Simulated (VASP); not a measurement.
Write the native input for VASP 6.6.1 that does the following.

```
Task                   : single point
Functional             : PBE
Potentials or basis    : VASP PAW PBE potentials, release 64 (Co)
Cutoff                 : 520 eV
k mesh                 : 12 × 12 × 17
Occupations            : fermi-dirac, width 0.05 eV
Spin                   : collinear spin, ferromagnetic start
Starting moments       : [1.692, 1.75, 1.75] μB
Dipole correction      : no
Further INCAR settings : ALGO = Normal; EDIFF = 1e-06; NBANDS = 24
```

The structure of Co lies in POSCAR:

```
Co
1.0
    3.9630058424      0.0000000000      0.0000000000
   -1.9815029212      3.4320637348      0.0000000000
    0.0000000000      0.0000000000      2.4391648427
Co
3
Direct
    1.0000000000      1.0000000000      0.0000000000
    0.3333333333      0.6666666667      0.5000000000
    0.6666666667      0.3333333333      0.5000000000
```

This isn't the form of Co at room conditions, which is hcp.

These files were run (other wordings do the same):

INCAR

```
SYSTEM = Co
  ALGO = Normal
  EDIFF = 1E-6
  ENCUT = 520
  GGA = PE
  ISIF = 2
  ISMEAR = -1
  ISPIN = 2
  LASPH = .True.
  LCHARG = .False.
  LMAXMIX = 4
  LORBIT = 11
  LREAL = .False.
  LWAVE = .False.
  MAGMOM = 1.692 1.75 1.75
  NBANDS = 24
  NELM = 150
  PREC = Accurate
  SIGMA = 0.05
```

KPOINTS

```
k-points
0
Gamma
  12 12 17
  0 0 0
```

Potentials or basis: VASP PAW PBE potentials, release 64 (Co).

The run is started by

```sh
$ cat potpaw_PBE.64/Co/POTCAR > POTCAR
$ mpirun -np 1 vasp_std > vasp.out
```

It gave:

```
Pressure                                              : -0.7 GPa
Net moment                                            : 4.95 μB per cell
Site moments                                          : Co +1.64, +1.69 (each value once) μB
Valence electrons inside the program's atomic spheres : Co 8.19, 8.29 (each value once)
```

Wall time 2.3 min on 1 thread of Intel(R) Xeon(R) 6975P-C (Granite Rapids) (shared host), peak memory 0.29 GiB.
